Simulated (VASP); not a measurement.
# Al (Pm-3m) in VASP: a series of runs, part 2 of 2

VASP 6.6.1.

**3. Single point, PBE**

This run uses another cell than the first one, of 21.38 Å³/atom.

The input, INCAR:

```
ALGO = Normal ; EDIFF = 1E-6
ENCUT = 500 ; GGA = PE
GGA_COMPAT = F ; ISIF = 2
ISMEAR = -1 ; LASPH = T
LCHARG = F ; LREAL = F
LWAVE = F ; NBANDS = 8
NELM = 120 ; PREC = Accurate
SIGMA = 0.06122561905347299
```

The input, KPOINTS:

```
k-points
0
Gamma
  40 40 40
```

The input, POSCAR:

```
Al
1.0
    2.7755121940      0.0000000000      0.0000000000
    0.0000000000      2.7755121940      0.0000000000
    0.0000000000      0.0000000000      2.7755121940
Al
1
Direct
    0.0000000000      0.0000000000      0.0000000000
```

Potentials or basis: VASP PAW PBE potentials, release 64 (Al).

Launch:

```
$ cat potpaw_PBE.64/Al/POTCAR > POTCAR
$ mpirun -np 1 vasp_std > vasp.out
```

OUTCAR:

```text
EDIFF = 1E-6
   ENCUT = 500
   GGA = PE
   ISIF = 2
   ISMEAR = -1
   LASPH = T
   LREAL = F
   NELM = 120
   PREC = Accurate

 ion  position               nearest neighbor table
   1  0.000  0.000  0.000-

  LATTYP: Found a simple cubic cell.
 ALAT       =     2.7755121940

  Lattice vectors:

 A1 = (   2.7755121940,   0.0000000000,   0.0000000000)
 A2 = (   0.0000000000,   2.7755121940,   0.0000000000)
 A3 = (   0.0000000000,   0.0000000000,   2.7755121940)

Analysis of symmetry for initial positions (statically):
=====================================================================
 Subroutine PRICEL returns:
 Original cell was already a primitive cell.

 Routine SETGRP: Setting up the symmetry group for a
 simple cubic supercell.

 Subroutine GETGRP returns: Found 48 space group operations
 (whereof 48 operations were pure point group operations)
 out of a pool of 48 trial point group operations.

The static configuration has the point symmetry O_h .

Analysis of symmetry for dynamics (positions and initial velocities):
[... 159 lines left out ...]
 cond. band min:       5.1415648605   @ k =   0.3250   0.2000   0.0250
 fundamental gap:      0.0015856313
 Fermi energy:         5.1413443167

 k-point     1 :       0.0000    0.0000    0.0000
  band No.  band energies     occupation
      1      -4.0623      2.00000
      2      13.0042      0.00000
      3      13.0042      0.00000
      4      13.8518      0.00000
      5      13.8518      0.00000
      6      13.8518      0.00000
      7      19.8202      0.00000
      8      28.2801      0.00000
[... 243 lines left out ...]
 k-point    24 :       0.0750    0.0250    0.0000
  band No.  band energies     occupation
      1      -3.9439      2.00000
      2      11.2122      0.00000
      3      12.7667      0.00000
      4      13.9520      0.00000
      5      14.1818      0.00000
      6      15.5186      0.00000
      7      20.3178      0.00000
      8      27.2733      0.00000

 [... further k-points ...]

------------------------ aborting loop because EDIFF is reached ----------------------------------------

  FORCE on cell =-STRESS in cart. coord.  units (eV):
  Direction    XX          YY          ZZ          XY          YZ          ZX
  --------------------------------------------------------------------------------------
  -------------------------------------------------------------------------------------
  Total       -0.3936758     -0.3936758     -0.3936758     -0.0000000      0.0000000      0.0000000
  in kB      -29.4998551    -29.4998551    -29.4998551     -0.0000000      0.0000000      0.0000000
  external PRESSURE =     -29.4998551 kB  Pullay stress =       0.0000000 kB

 VOLUME and BASIS-vectors are now :
 -----------------------------------------------------------------------------
  energy-cutoff  :      500.00
  volume of cell :       21.38
      direct lattice vectors                 reciprocal lattice vectors
     2.775512194  0.000000000  0.000000000     0.360293859  0.000000000  0.000000000
     0.000000000  2.775512194  0.000000000     0.000000000  0.360293859  0.000000000
     0.000000000  0.000000000  2.775512194     0.000000000  0.000000000  0.360293859

 POSITION                                       TOTAL-FORCE (eV/Angst)
 -----------------------------------------------------------------------------------
      0.00000      0.00000      0.00000         0.000000      0.000000      0.000000
 -----------------------------------------------------------------------------------
    total drift:                               -0.000000      0.000000      0.000000

  FREE ENERGIE OF THE ION-ELECTRON SYSTEM (eV)
  ---------------------------------------------------
  free  energy   TOTEN  =        -3.3656592922 eV

  energy  without entropy=       -3.3589678874  energy(sigma->0) =       -3.36231359
```

stdout:

```text
POSCAR found type information on POSCAR Al
 POSCAR found :  1 types and       1 ions
 scaLAPACK will be used
 LDA part: xc-table for (Slater+PW92), standard interpolation
 POSCAR, INCAR and KPOINTS ok, starting setup
 FFT: planning ... GRIDC
 FFT: planning ... GRID_SOFT
 FFT: planning ... GRID
 WAVECAR not read
 entering main loop
```

Run time: 2.7 min. Hardware: 1 thread of Intel Xeon 8259CL, shared host; peak memory 0.32 GiB.

Results:

```
Free energy            : -3.3657 eV
Pressure               : -2.9 GPa
Band gap on the k mesh : zero (an odd number of electrons rules out a gap without spin polarisation)
```

**4. Single point, PBE**

This run uses another cell than the first one, of 18.96 Å³/atom.

The input, INCAR:

```
PREC = Accurate
ENCUT = 500
EDIFF = 1E-6
ISMEAR = -1
SIGMA = 0.06122561905347299
LREAL = F
LASPH = T
NELM = 120
ALGO = Normal
ISIF = 2
LWAVE = F
LCHARG = F
GGA = PE
NBANDS = 8
GGA_COMPAT = F
```

The input, KPOINTS:

```
Automatic mesh
0
Gamma
  14 14 14
```

The input, POSCAR:

```
Al
1.0
    2.6665545293      0.0000000000      0.0000000000
    0.0000000000      2.6665545293      0.0000000000
    0.0000000000      0.0000000000      2.6665545293
Al
1
Direct
    0.0000000000      0.0000000000      0.0000000000
```

Launch:

```
$ cat potpaw_PBE.64/Al/POTCAR > POTCAR
$ mpirun -np 1 vasp_std > vasp.out
```

Wall time 7.1 s (1 thread of AMD EPYC 7R13 (Zen 3), shared host); peak memory 0.1 GiB.

It converged, with:

* Free energy: -3.3652 eV
* Pressure: 4.1 GPa
* Band gap on the k mesh: zero (an odd number of electrons rules out a gap without spin polarisation)

Levels at points of the mesh, in eV from the Fermi level:
```tsv
k point	band 1	band 2	band 3	band 4
(0.00, 0.00, 0.00)	-9.89	8.17	8.17	9.61
(0.50, 0.00, 0.00)	-5.28	-4.30	10.85	13.40
(0.50, 0.50, 0.00)	-0.55	-0.55	-0.03	2.10
(0.50, 0.50, 0.50)	3.09	3.09	3.09	5.64
```

Caveat: the cell stands under pressure.

**5. The runs side by side**

| cell | k mesh | gap on the mesh (eV) | pressure (GPa) |
| --- | --- | --- | --- |
| a = 2.758 Å, 1 atom | 40 × 40 × 40 | none | -2.1 |
| a = 2.776 Å, 1 atom | 40 × 40 × 40 | none | -2.9 |
| a = 2.667 Å, 1 atom | 14 × 14 × 14 | none | 4.1 |

Alike in all rows: task single point; level PBE; potentials or basis VASP PAW PBE potentials, release 64 (Al); no spin polarisation; cutoff (eV) 500; smearing fermi-dirac 0.0612256 eV.

Caveats: the cell stands under pressure (at least some runs).

Absolute energies hang on the potentials; compare differences alone.
